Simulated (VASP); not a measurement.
Input of a VASP 6.6.1 run:

File INCAR:

```
SYSTEM = TiO2
  ALGO = Normal
  EDIFF = 1E-7
  ENCUT = 520
  GGA = PS
  ISIF = 2
  ISMEAR = -1
  LASPH = .TRUE.
  LCHARG = .FALSE.
  LREAL = .FALSE.
  LWAVE = .FALSE.
  NBANDS = 33
  NELM = 60
  PREC = Accurate
  SIGMA = 0.05
```

Contents of KPOINTS:

```
k-points
0
G
  10 10 10
  0 0 0
```

The input POSCAR:

```
TiO2
1.0
   -1.8848919130      1.8848919130      4.7758706804
    1.8848919130     -1.8848919130      4.7758706804
    1.8848919130      1.8848919130     -4.7758706804
Ti O
2 4
Direct
    0.0000000000      0.0000000000      0.0000000000
    0.7500000000      0.2500000000      0.5000000000
    0.2075273699      0.2075273699      0.0000000000
    0.9575273699      0.4575273699      0.5000000000
    0.5424726301      0.0424726301      0.5000000000
    0.7924726301      0.7924726301      0.0000000000
```

Potentials or basis: VASP PAW PBE potentials, release 64 (Ti_sv, O).

Launch:

```sh
$ cat potpaw_PBE.64/Ti_sv/POTCAR potpaw_PBE.64/O/POTCAR > POTCAR
$ mpirun -np 1 vasp_std > vasp.out
```

Question: Estimate the pressure.

Answer: 0.7 GPa.

Question: Estimate the band gap on the k mesh.

Answer: 2.10 eV, indirect (least direct gap 2.42 eV).

Stress tensor (GPa, compression positive):
```
0.67 0.00 0.00
0.00 0.67 0.00
0.00 0.00 0.76
```

Caveat: the PAW data sets were made with another functional, which shifts forces and pressure a little. A k mesh can miss the band edges.
